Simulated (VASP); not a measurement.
Write the native input for VASP 6.6.1 that does the following.

* Task: single point
* Functional: PBE
* Potentials or basis: VASP PAW PBE potentials, release 64 (Hf_pv, O)
* Cutoff: 520 eV
* k mesh: 6 × 6 × 6
* Occupations: gaussian, width 0.05 eV
* Spin: no spin polarisation
* Dipole correction: no
* Further INCAR settings: ALGO = Normal; EDIFF = 1e-06; NBANDS = 31

The structure of HfO2 lies in POSCAR:

```
HfO2
1.0
    0.0000000000     -2.5489194559     -2.5489194559
    0.0000000000      2.5489194559     -2.5489194559
    5.0978389119      0.0000000000      0.0000000000
Hf O
2 4
Direct
    0.5051394327      0.4948605673      0.5000000000
   -0.0051394327      0.0051394327      0.0000000000
    0.0000374893      0.5000374893      0.6980956530
    0.4999625107     -0.0000374893      0.3019043470
    0.0000374893      0.5000374893      0.1980956530
    0.4999625107     -0.0000374893      0.8019043470
```

This cell differs from its parent crystal: mode 1 frozen in at -0.265 Å and mode 5 at -0.026 Å (largest displacements).

The input as run:

INCAR

```
ALGO = Normal ; EDIFF = 1E-6
ENCUT = 520 ; GGA = PE
ISIF = 2 ; ISMEAR = 0
LASPH = T ; LCHARG = F
LREAL = F ; LWAVE = F
NBANDS = 31 ; NELM = 100
PREC = Accurate ; SIGMA = 0.05
```

KPOINTS

```
k-points
0
Gamma
  6 6 6
```

Potentials or basis: VASP PAW PBE potentials, release 64 (Hf_pv, O).

Run with:

```sh
$ cat potpaw_PBE.64/Hf_pv/POTCAR potpaw_PBE.64/O/POTCAR > POTCAR
$ mpirun -np 1 vasp_std > vasp.out
```

Results of the run:

The pressure is 2.7 GPa. The largest force is 0.274 eV/Å and the band gap on the k mesh is 4.40 eV, indirect (least direct gap 4.47 eV).

Caveat: the cell differs from its parent crystal (mode 1 frozen in at -0.265 Å and mode 5 at -0.026 Å (largest displacements)); spin-orbit coupling is left out, which moves the levels of the heavy elements.

It took 61 s on 1 thread of Intel(R) Xeon(R) 6975P-C (Granite Rapids), with other jobs on the host, peak memory 0.25 GiB.
